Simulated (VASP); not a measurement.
Set up this calculation in VASP 6.6.1, as the native input.

```yaml
Task: single point
Functional: PBE
Potentials_or_basis: VASP PAW PBE potentials, release 64 (Cu_sv_GW, O)
Cutoff: 820 eV
k_mesh: 8 × 8 × 4
Occupations: gaussian, width 0.05 eV
Spin: collinear spin
Starting_moments: "[1.0, 1.0, 0.0, 0.0] μB"
Dipole_correction: no
Further_INCAR_settings: ALGO = Normal; EDIFF = 1e-06; NBANDS = 37
```

The structure of CuO lies in POSCAR:

```
CuO
1.0
    2.0913972141     -2.0703595386      0.1656466059
    2.0913972141      2.0703595386      0.1656466059
   -0.4013605030      0.0000000000      5.1383018266
Cu O
2 2
Direct
    0.0000000000      0.5000000000      0.0000000000
    0.5000000000      0.0000000000      0.5000000000
    0.4998576712      0.5001423288      0.2500000000
    0.5001423288      0.4998576712      0.7500000000
```

The input as run:

INCAR

```
SYSTEM = CuO
PREC = Accurate
ENCUT = 820
EDIFF = 1E-6
ISMEAR = 0
SIGMA = 0.05
LREAL = .False.
LASPH = .True.
NELM = 200
ALGO = Normal
ISIF = 2
LWAVE = .False.
LCHARG = .False.
ISPIN = 2
MAGMOM = 1 1 0 0
LORBIT = 11
LMAXMIX = 4
GGA = PE
NBANDS = 37
GGA_COMPAT = .False.
```

KPOINTS

```
regular mesh
0
Gamma
  8 8 4
  0 0 0
```

Potentials or basis: VASP PAW PBE potentials, release 64 (Cu_sv_GW, O).

Command:

```console
$ cat potpaw_PBE.64/Cu_sv_GW/POTCAR potpaw_PBE.64/O/POTCAR > POTCAR
$ mpirun -np 1 vasp_std > vasp.out
```

Results of the run:

```json
{"Pressure": "-0.7 GPa", "Band gap on the k mesh": "zero (filled and empty bands overlap)", "Net moment": "0.00 μB per cell", "Valence electrons inside the program's atomic spheres": "Cu 17.46; O 4.95"}
```

Caveat: semilocal functionals often make such compounds metallic where correlation or magnetic order opens a gap, which also shifts bond lengths.

It took 10 min on 1 thread of AMD EPYC 9R14 (Zen 4) (shared host), peak memory 0.47 GiB.
